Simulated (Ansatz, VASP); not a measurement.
**Two plane-wave programs on Al8N**

Contents of INCAR:

```
SYSTEM = Al8N
PREC     = Accurate       ! precision mode
ENCUT    = 520            ! plane-wave cutoff, eV
EDIFF    = 1E-7           ! SCF threshold, eV
ISMEAR   = 0              ! smearing method
SIGMA    = 0.1            ! smearing width, eV
LREAL    = .False.        ! projectors in reciprocal space
LASPH    = .True.         ! aspherical terms in the spheres
NELM     = 60             ! most SCF steps
ALGO     = Normal         ! electronic algorithm
ISIF     = 2              ! what is computed and relaxed
LWAVE    = .False.        ! write WAVECAR
LCHARG   = .True.         ! write CHGCAR
LDIPOL   = .True.       
IDIPOL   = 3            
DIPOL    = 0.5 0.5 0.397
GGA      = PE             ! functional
LELF     = .True.         ! ELF
LVHAR    = .True.       
LVACPOTAV= .True.       
NBANDS   = 24             ! bands
```

The input KPOINTS:

```
Automatic mesh
0
Gamma
  9 9 1
  0 0 0
```

File POSCAR:

```
Al8N
1.0
    2.8543223330      0.0000000000      0.0000000000
   -1.4271611665      2.4719156510      0.0000000000
    0.0000000000      0.0000000000     33.4760593533
Al N
8 1
Direct
    0.3333333333      0.6666666667      0.1194883770
    0.0000000000      0.0000000000      0.1895622803
    0.6666666667      0.3333333333      0.2596361837
    0.0000000000      0.0000000000      0.3297100869
    0.3333333333      0.6666666667      0.3992195594
    0.0000000000      0.0000000000      0.4696536480
    0.6666666667      0.3333333333      0.5400996810
    0.0000000000      0.0000000000      0.6116627748
    0.1111111111     -0.1111111111      0.6507952183
```

Input for Ansatz:

```yaml
crystal:
  lattice:
    - [2.854322333, 0.0, 0.0]
    - [-1.4271611665, 2.471915651, 0.0]
    - [0.0, 0.0, 33.4760593533]
  atoms:
    - { symbol: Al, position: [0.3333333333, 0.6666666667, 0.119488377] }
    - { symbol: Al, position: [0.0, 0.0, 0.1895622803] }
    - { symbol: Al, position: [0.6666666667, 0.3333333333, 0.2596361837] }
    - { symbol: Al, position: [0.0, 0.0, 0.3297100869] }
    - { symbol: Al, position: [0.3333333333, 0.6666666667, 0.3992195594] }
    - { symbol: Al, position: [0.0, 0.0, 0.469653648] }
    - { symbol: Al, position: [0.6666666667, 0.3333333333, 0.540099681] }
    - { symbol: Al, position: [0.0, 0.0, 0.6116627748] }
    - { symbol: "N", position: [0.1111111111, -0.1111111111, 0.6507952183] }
basis:
  ecutwfc: 420
kpoints:
  mp_grid: { grid: [9, 9, 1] }
hamiltonian:
  xc: pbe
scf:
  occupations: { method: gaussian, width: 0.1 }
output:
  forces: true
  eigenvalues: true
efield:
  axis: 3
  dipole_correction: true
  ramp_width: 0.04
```

Alike in both runs: task single point; functional PBE; k mesh 9 × 9 × 1; occupations gaussian, width 0.1 eV; no spin polarisation.

```csv
,VASP,Ansatz
version,VASP 6.6.1,Ansatz 0.2.0
potentials or method,"VASP PAW PBE potentials, release 64 (Al, N), cutoff 520 eV","scalar-relativistic, plane waves, PAW"
valence electrons in the cell,29,29
```

Ansatz gave:

```
gap on the k mesh at the Fermi level (eV)  : none
rms of the force components (eV/Å)         : 5.679
work function, face that differs most (eV) : 8.92
```

**Question.** What did VASP give for the same quantities?

**Answer.** gap on the k mesh at the Fermi level (eV): none; rms of the force components (eV/Å): 5.627; work function, face that differs most (eV): 8.89.

Atom by atom the forces differ by 0.052 eV/Å (rms over components). A gap of «none» marks a metal or a gap that the smearing closes. The functional is the same, so the differences come from potentials, cutoffs and numerics.
